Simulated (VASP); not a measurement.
Cd2HgS3:

```xyz
12
Lattice="4.1048 0.0000 0.0000 -2.0524 3.5549 0.0000 0.0000 0.0000 19.9911" Properties=species:S:1:pos:R:3 pbc="T T T"
Cd    0.0000    2.3699    0.0000
Cd    0.0000    2.3699    6.6637
Cd    2.0524    1.1850    3.3319
Cd    2.0524    1.1850    9.9956
Hg    0.0000    2.3699   13.3274
Hg    2.0524    1.1850   16.6593
S     0.0000    2.3699    2.4989
S     0.0000    2.3699    9.1626
S     0.0000    2.3699   15.8263
S     2.0524    1.1850    5.8307
S     2.0524    1.1850   12.4944
S     2.0524    1.1850   19.1582
```

| Quantity | Value |
| --- | --- |
| Program | VASP 6.6.1 |
| Task | relaxation of cell and atoms |
| Functional | PBE |
| Potentials or basis | VASP PAW PBE potentials, release 64 (Cd, Hg, S) |
| Cutoff | 600 eV |
| k mesh | 6 × 6 × 1 |
| Occupations | gaussian, width 0.1 eV |
| Spin | no spin polarisation |

At the start: pressure 5.4 GPa; volume 24.31 Å³/atom.

Question: How do energy, volume and symmetry change on relaxing?

Answer: Over 11 steps the energy falls by 34.2 meV/atom and the volume is 26.40 Å³/atom (+8.6 %); space group P3m1 (No. 156, to 0.05 Å).

The path:
```
step  energy change (eV)  largest force (eV/Å)  pressure (GPa)  volume (Å³)
   1              0.0000                0.2735            5.40       291.72
   2             -0.3560                0.0850           -1.53       327.72
   3             -0.4061                0.1198            0.00       317.47
   4             -0.4060                0.1178           -0.09       318.00
   5             -0.4071                0.0829           -0.08       317.96
   6             -0.4087                0.0647           -0.06       317.87
   7             -0.4073                0.1454           -0.03       317.70
   8             -0.4089                0.0765           -0.06       317.82
   9             -0.4100                0.0550            0.01       317.40
  10             -0.4104                0.0498            0.15       316.53
  11             -0.4106                0.0393            0.10       316.81
```

Final structure:
```
Cd Hg S
1.0
     4.21655    0.00000    0.00000
    -2.10828    3.65164    0.00000
     0.00000    0.00000   20.57565
Cd Hg S
4 2 6
Direct
  0.33333 0.66667 0.00016
  0.33333 0.66667 0.33305
  0.66667 0.33333 0.16646
  0.66667 0.33333 0.49869
  0.33333 0.66667 0.66598
  0.66667 0.33333 0.83404
  0.33333 0.66667 0.12547
  0.33333 0.66667 0.45837
  0.33333 0.66667 0.79179
  0.66667 0.33333 0.29195
  0.66667 0.33333 0.62366
  0.66667 0.33333 0.96038
```
